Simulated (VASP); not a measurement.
# BaCaF4 (P4/mmm) in VASP: a series of runs

Aim: see how the results for BaCaF4 move with the level of theory and the settings. Levels: PBEsol, PBE. Tasks: single point.

Everything below comes from runs of VASP 6.6.1. Logs are shortened: lines on timing, memory, paths and dates and some standing lists are left out, and cuts for length are marked.

**1. The cell of the first run**

Symmetry: P4/mmm, No. 123, tetragonal system. Conventional cell: a = 4.053 Å, b = 4.053 Å, c = 5.911 Å, α = 90.00°, β = 90.00°, γ = 90.00°. Ca (site symmetry 4/mmm) has 8 F at 2.42 Å within 3.2 Å. F (site symmetry 2mm) has 2 Ca at 2.42 Å and 2 Ba at 2.60 Å and 5 F at 2.65 to 2.87 Å within 3.2 Å. Ba (site symmetry 4/mmm) has 8 F at 2.60 Å within 3.4 Å.

**2. Single point, PBEsol**

Input file INCAR:

```
PREC     = Accurate       # precision mode
ENCUT    = 520            # plane-wave cutoff, eV
EDIFF    = 1E-7           # SCF threshold, eV
ISMEAR   = -1             # smearing method
SIGMA    = 0.02           # smearing width, eV
LREAL    = False          # projectors in reciprocal space
LASPH    = True           # aspherical terms in the spheres
NELM     = 100            # most SCF steps
ALGO     = Normal         # electronic algorithm
ISIF     = 2              # what is computed and relaxed
LWAVE    = False          # write WAVECAR
LCHARG   = False          # write CHGCAR
GGA      = PS             # functional
NBANDS   = 33             # bands
```

Input file KPOINTS:

```
regular mesh
0
Gamma
  6 6 4
```

Input file POSCAR:

```
BaCaF4
1.0
    4.0533928227      0.0000000000      0.0000000000
    0.0000000000      4.0533928227      0.0000000000
    0.0000000000      0.0000000000      5.9112943418
Ca F Ba
1 4 1
Direct
    0.0000000000      0.0000000000      0.0000000000
    0.0000000000      0.5000000000      0.7759813190
    0.0000000000      0.5000000000      0.2240186810
    0.5000000000      0.0000000000      0.2240186810
    0.5000000000      0.0000000000      0.7759813190
    0.5000000000      0.5000000000      0.5000000000
```

Potentials or basis: VASP PAW PBE potentials, release 64 (Ca_sv, F, Ba_sv).

The run is started by

```console
$ cat potpaw_PBE.64/Ca_sv/POTCAR potpaw_PBE.64/F/POTCAR potpaw_PBE.64/Ba_sv/POTCAR > POTCAR
$ mpirun -np 1 vasp_std > vasp.out
```

OUTCAR:

```text
PREC = Accurate
   ENCUT = 520
   EDIFF = 1E-7
   ISMEAR = -1
   LREAL = False
   LASPH = True
   NELM = 100
   ISIF = 2
   GGA = PS

 ion  position               nearest neighbor table
   1  0.000  0.000  0.000-   2 2.42   3 2.42   4 2.42   5 2.42   2 2.42   3 2.42   4 2.42   5 2.42

   2  0.000  0.500  0.776-   1 2.42   1 2.42   6 2.60   6 2.60
   3  0.000  0.500  0.224-   1 2.42   1 2.42   6 2.60   6 2.60
   4  0.500  0.000  0.224-   1 2.42   1 2.42   6 2.60   6 2.60
   5  0.500  0.000  0.776-   1 2.42   1 2.42   6 2.60   6 2.60
   6  0.500  0.500  0.500-   2 2.60   3 2.60   4 2.60   5 2.60   4 2.60   5 2.60   2 2.60   3 2.60

  LATTYP: Found a simple tetragonal cell.
 ALAT       =     4.0533928227
 C/A-ratio  =     1.4583571345

  Lattice vectors:

 A1 = (   4.0533928227,   0.0000000000,   0.0000000000)
 A2 = (   0.0000000000,   4.0533928227,   0.0000000000)
 A3 = (   0.0000000000,   0.0000000000,   5.9112943418)

Analysis of symmetry for initial positions (statically):
=====================================================================
 Subroutine PRICEL returns:
 Original cell was already a primitive cell.

 Routine SETGRP: Setting up the symmetry group for a
 simple tetragonal supercell.

 Subroutine GETGRP returns: Found 16 space group operations
 (whereof 16 operations were pure point group operations)
 out of a pool of 16 trial point group operations.

The static configuration has the point symmetry D_4h.

Analysis of symmetry for dynamics (positions and initial velocities):
=====================================================================
 Subroutine PRICEL returns:
 Original cell was already a primitive cell.

 Routine SETGRP: Setting up the symmetry group for a
 simple tetragonal supercell.

 Subroutine GETGRP returns: Found 16 space group operations
 (whereof 16 operations were pure point group operations)
 out of a pool of 16 trial point group operations.

The dynamic configuration has the point symmetry D_4h.

 Subroutine INISYM returns: Found 16 space group operations
 (whereof 16 operations are pure point group operations),
 and found     1 'primitive' translations

----------------------------------------------------------------------------------------

                                     Primitive cell

  volume of cell :      97.1225

  direct lattice vectors                    reciprocal lattice vectors
     4.053392823  0.000000000  0.000000000     0.246706905  0.000000000  0.000000000
     0.000000000  4.053392823  0.000000000     0.000000000  0.246706905  0.000000000
     0.000000000  0.000000000  5.911294342     0.000000000  0.000000000  0.169167689

  length of vectors
     4.053392823  4.053392823  5.911294342     0.246706905  0.246706905  0.169167689

  position of ions in fractional coordinates (direct lattice)
     0.000000000  0.000000000  0.000000000
     0.000000000  0.500000000  0.775981319
     0.000000000  0.500000000  0.224018681
     0.500000000  0.000000000  0.224018681
     0.500000000  0.000000000  0.775981319
     0.500000000  0.500000000  0.500000000

  ion indices of the primitive-cell ions
   primitive index   ion index
                 1           1
                 2           2
                 3           3
                 4           4
                 5           5
                 6           6

----------------------------------------------------------------------------------------

 KPOINTS: regular mesh

Automatic generation of k-mesh.
 Grid dimensions read from file:
 generate k-points for:    6    6    4

 Generating k-lattice:

  Cartesian coordinates                     Fractional coordinates (reciprocal lattice)
     0.041117818  0.000000000  0.000000000     0.166666667  0.000000000  0.000000000
     0.000000000  0.041117818  0.000000000     0.000000000  0.166666667  0.000000000
     0.000000000  0.000000000  0.042291922     0.000000000  0.000000000  0.250000000

  Length of vectors
     0.041117818  0.041117818  0.042291922

  Shift w.r.t. Gamma in fractional coordinates (k-lattice)
     0.000000000  0.000000000  0.000000000

 Subroutine IBZKPT returns following result:
 ===========================================

 Found     30 irreducible k-points:

 Following reciprocal coordinates:
            Coordinates               Weight
  0.000000  0.000000  0.000000      1.000000
  0.166667  0.000000  0.000000      4.000000
  0.333333  0.000000  0.000000      4.000000
  0.500000  0.000000  0.000000      2.000000
  0.166667  0.166667  0.000000      4.000000
  0.333333  0.166667  0.000000      8.000000
[... 16 lines left out ...]
  0.333333  0.000000  0.500000      4.000000
  0.500000  0.000000  0.500000      2.000000
 [... further k-points ...]
   k-points           NKPTS =     30   k-points in BZ     NKDIM =     30   number of bands    NBANDS=     33
   number of dos      NEDOS =    301   number of ions     NIONS =      6
   total plane-waves  NPLWV =  43200
   dimension x,y,z NGX =    30 NGY =   30 NGZ =   48
   dimension x,y,z NGXF=    60 NGYF=   60 NGZF=   96
   ions per type =               1   4   1
   NGX,Y,Z   is equivalent  to a cutoff of  12.30, 12.30, 13.50 a.u.
   NGXF,Y,Z  is equivalent  to a cutoff of  24.61, 24.61, 27.00 a.u.
 SYSTEM =  unknown system
   PREC   = accura    normal or accurate (medium, high low for compatibility)
   ISTART =      0    job   : 0-new  1-cont  2-samecut
   ICHARG =      2    charge: 1-file 2-atom 10-const
   ISPIN  =      1    spin polarized calculation?
   LNONCOLLINEAR =      F non collinear calculations
   LSORBIT =      F    spin-orbit coupling
   LASPH  =      T    aspherical Exc in radial PAW
   ENCUT  =  520.0 eV  38.22 Ry    6.18 a.u.   7.54  7.54 10.99*2*pi/ulx,y,z
   NELM   =    100;   NELMIN=  2; NELMDL= -5     # of ELM steps
   EDIFF  = 0.1E-06   stopping-criterion for ELM
   LREAL  =      F    real-space projection
   EDIFFG = 0.1E-05   stopping-criterion for IOM
   NSW    =      0    number of steps for IOM
   IBRION =     -1    ionic relax: 0-MD 1-quasi-New 2-CG
   NFREE  =      0    steps in history (QN), initial steepest desc. (CG)
   ISIF   =      2    stress and relaxation
   ISYM   =      2    0-nonsym 1-usesym 2-fastsym
   POTIM  = 0.5000    time-step for ionic-motion
   TEBEG  =    0.0;   TEEND  =   0.0 temperature during run
   PSTRESS=    0.0 pullay stress
   NELECT =      48.0000    total number of electrons
   NUPDOWN=      -1.0000    fix difference up-down
   EMIN   =  10.00;   EMAX   =-10.00  energy-range for DOS
   EFERMI =   0.00;   METHOD = LEGACY
   ISMEAR =    -1;   SIGMA  =   0.02  broadening in eV -4-tet -1-fermi 0-gaus
   EFERMI_NEDOS =   21; number of points for ismear=-14 and -15
   IALGO  =     38    algorithm
   IMIX   =      4    mixing-type and parameters
     AMIX     =   0.40;   BMIX     =  1.00
     AMIX_MAG =   1.60;   BMIX_MAG =  1.00
  volume/ion in A,a.u.               =      16.19       109.24
  Fermi-wavevector in a.u.,A,eV,Ry     =   1.294341  2.445949 22.794081  1.675318
  Thomas-Fermi vector in A             =   2.425930
   LORBIT       =      0    0 simple, 1 ext, 2 COOP (PROOUT), +10 PAW based schemes
   GGA     = PS    functional components
   LHFCALC =     F    Hartree Fock is set to
   AEXX    =    0.0000 exact exchange contribution
   IVDW    =     0    specifies the selected vdW correction
   LEPSILON=     F    determine dielectric tensor
   LRPA    =     F    only Hartree local field effects (RPA)
 non-spin polarized calculation
  energy-cutoff  :      520.00
  volume of cell :       97.12
 maximum number of plane-waves:      2639
   NGX = 15   NGY = 15   NGZ = 21

 number of electron      47.9999991 magnetization

 Free energy of the ion-electron system (eV)
  ---------------------------------------------------
  ext. energy  EPLUGINS =         0.00000000
  ---------------------------------------------------
  free energy    TOTEN  =       -35.16711327 eV

  energy without entropy =      -35.16711327  energy(sigma->0) =      -35.16711327

 E-fermi :  -0.7897     XC(G=0):  -9.4956

 val. band max:       -1.3411921673   @ k =   0.3333   0.3333   0.5000
 cond. band min:       4.8203633204   @ k =   0.0000   0.0000   0.0000
 fundamental gap:      6.1615554877
 Fermi energy:        -0.7897236550

 k-point     1 :       0.0000    0.0000    0.0000
  band No.  band energies     occupation
      1     -37.6107      2.00000
      2     -24.4062      2.00000
      3     -21.2129      2.00000
      4     -20.7288      2.00000
      5     -20.7014      2.00000
      6     -20.4681      2.00000
[... 25 lines left out ...]
     32       9.2044      0.00000
     33       9.3873      0.00000

 k-point     2 :       0.1667    0.0000    0.0000
  band No.  band energies     occupation
      1     -37.6091      2.00000
      2     -24.3701      2.00000
      3     -21.1546      2.00000
      4     -20.8034      2.00000
      5     -20.7709      2.00000
      6     -20.5009      2.00000
[... 25 lines left out ...]
     32       9.0332      0.00000
     33       9.3939      0.00000

 k-point     3 :       0.3333    0.0000    0.0000
  band No.  band energies     occupation
      1     -37.6059      2.00000
      2     -24.2944      2.00000
      3     -20.9997      2.00000
      4     -20.9539      2.00000
      5     -20.8908      2.00000
      6     -20.6036      2.00000
[... 25 lines left out ...]
     32       8.9902      0.00000
     33       9.5046      0.00000

 k-point     4 :       0.5000    0.0000    0.0000
  band No.  band energies     occupation
      1     -37.6043      2.00000
      2     -24.2547      2.00000
      3     -21.0219      2.00000
      4     -20.9518      2.00000
      5     -20.8467      2.00000
      6     -20.7310      2.00000
[... 673 lines left out ...]
     32       8.7148      0.00000
     33       9.0720      0.00000

 k-point    23 :       0.3333    0.0000    0.5000
  band No.  band energies     occupation
      1     -37.6059      2.00000
      2     -24.2882      2.00000
      3     -21.1637      2.00000
      4     -20.8957      2.00000
      5     -20.8261      2.00000
      6     -20.5635      2.00000
[... 25 lines left out ...]
     32       8.8832      0.00000
     33       8.9906      0.00000

 k-point    24 :       0.5000    0.0000    0.5000
  band No.  band energies     occupation
      1     -37.6043      2.00000
      2     -24.2460      2.00000
      3     -21.1927      2.00000
      4     -20.9378      2.00000
      5     -20.8580      2.00000
      6     -20.5513      2.00000
[... 25 lines left out ...]
     32       8.9678      0.00000
     33       9.1956      0.00000

 [... further k-points ...]
[... 5 lines left out ...]
  --------------------------------------------------------------------------------------
  -------------------------------------------------------------------------------------
  Total        0.5702677      0.5702677      0.6712462      0.0000000     -0.0000000      0.0000000
  in kB        9.4073950      9.4073950     11.0731819      0.0000000     -0.0000000      0.0000000
  external PRESSURE =       9.9626573 kB  Pullay stress =       0.0000000 kB

 VOLUME and BASIS-vectors are now :
 -----------------------------------------------------------------------------
  energy-cutoff  :      520.00
  volume of cell :       97.12
      direct lattice vectors                 reciprocal lattice vectors
     4.053392823  0.000000000  0.000000000     0.246706905  0.000000000  0.000000000
     0.000000000  4.053392823  0.000000000     0.000000000  0.246706905  0.000000000
     0.000000000  0.000000000  5.911294342     0.000000000  0.000000000  0.169167689

 POSITION                                       TOTAL-FORCE (eV/Angst)
 -----------------------------------------------------------------------------------
      0.00000      0.00000      0.00000         0.000000     -0.000000     -0.000000
      0.00000      2.02670      4.58705        -0.000000     -0.000000      0.083255
      0.00000      2.02670      1.32424         0.000000     -0.000000     -0.083255
      2.02670      0.00000      1.32424         0.000000      0.000000     -0.083255
      2.02670      0.00000      4.58705         0.000000      0.000000      0.083255
      2.02670      2.02670      2.95565         0.000000     -0.000000     -0.000000
 -----------------------------------------------------------------------------------
    total drift:                                0.000000     -0.000000     -0.000000

  FREE ENERGIE OF THE ION-ELECTRON SYSTEM (eV)
  ---------------------------------------------------
  free  energy   TOTEN  =       -35.1671132677 eV

  energy  without entropy=      -35.1671132677  energy(sigma->0) =      -35.16711327
```

Wall time 60 s (1 thread of Intel Xeon Platinum 8488C (Sapphire Rapids), shared host); peak memory 0.25 GiB.

Results:

```
Free energy            : -35.1671 eV
Pressure               : 1.0 GPa
Largest force          : 0.083 eV/Å
Band gap on the k mesh : 6.16 eV, indirect (least direct gap 6.44 eV)
```

Forces on the atoms (eV/Å):
```
Ca   0.000  0.000  0.000
F    0.000  0.000  0.083
F    0.000  0.000 -0.083
F    0.000  0.000 -0.083
F    0.000  0.000  0.083
Ba   0.000  0.000  0.000
```

Levels at points of the mesh, in eV from the valence-band top:
| k point | band 21 | band 22 | band 23 | band 24 | band 25 | band 26 | band 27 | band 28 |
| --- | --- | --- | --- | --- | --- | --- | --- | --- |
| (0.00, 0.00, 0.00) | -0.32 | -0.32 | -0.30 | -0.28 | 6.16 | 7.70 | 8.65 | 8.73 |
| (0.50, 0.00, 0.00) | -0.73 | -0.68 | -0.52 | 0.00 | 7.86 | 8.69 | 8.95 | 8.98 |
| (0.50, 0.50, 0.00) | -0.46 | -0.43 | -0.29 | -0.18 | 6.44 | 8.19 | 8.95 | 8.95 |
| (0.00, 0.00, 0.50) | -0.50 | -0.50 | -0.18 | -0.18 | 6.85 | 8.38 | 8.86 | 9.03 |
| (0.50, 0.00, 0.50) | -0.86 | -0.39 | -0.39 | -0.12 | 8.57 | 8.63 | 8.98 | 9.08 |
| (0.50, 0.50, 0.50) | -0.32 | -0.31 | -0.20 | -0.20 | 6.73 | 8.30 | 8.88 | 9.30 |

Caveat: the PAW data sets were made with another functional, which shifts forces and pressure a little; spin-orbit coupling is left out, which moves the levels of the heavy elements. A hybrid or GW would open this gap; PBEsol tends to underestimate it.

(Part 1 of 2 ends here.)
